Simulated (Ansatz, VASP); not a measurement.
One calculation of AlC, two programs

```
Al C
1.0
     2.71811    0.00000    0.00000
     0.00000    2.71811    0.00000
     0.00000    0.00000    7.61260
Al C
2 2
Direct
  0.00000 0.50000 0.88349
  0.50000 0.00000 0.11651
  0.00000 0.50000 0.37325
  0.50000 0.00000 0.62675
```

Change from the starting cell: species swapped into the TiAg type (P4/nmm, No. 129).

Alike in both runs: task single point; functional PBE; k mesh 6 × 6 × 2; occupations gaussian, width 0.1 eV; no spin polarisation.

```csv
,VASP,Ansatz
version,VASP 6.6.1,Ansatz 0.2.0
potentials or method,"VASP PAW PBE potentials, release 64 (Al, C), cutoff 600 eV","scalar-relativistic, plane waves, PAW"
valence electrons in the cell,14,14
```

VASP gave:

| Quantity | Value |
| --- | --- |
| gap on the k mesh at the Fermi level (eV) | none |
| pressure (GPa) | -10.6 |
| traceless stress, the component that is largest in VASP (GPa) | -6.26 |
| rms of the force components (eV/Å) | 1.128 |

What did Ansatz give for the same quantities?

gap on the k mesh at the Fermi level (eV): none; pressure (GPa): -10.6; traceless stress, the component that is largest in VASP (GPa): -6.25; rms of the force components (eV/Å): 1.129.

Atom by atom the forces differ by 0.001 eV/Å (rms over components). A gap of «none» marks a metal or a gap that the smearing closes. The functional is the same, so the differences come from potentials, cutoffs and numerics.

The k mesh is coarse, so the values compare programs but aren't converged.
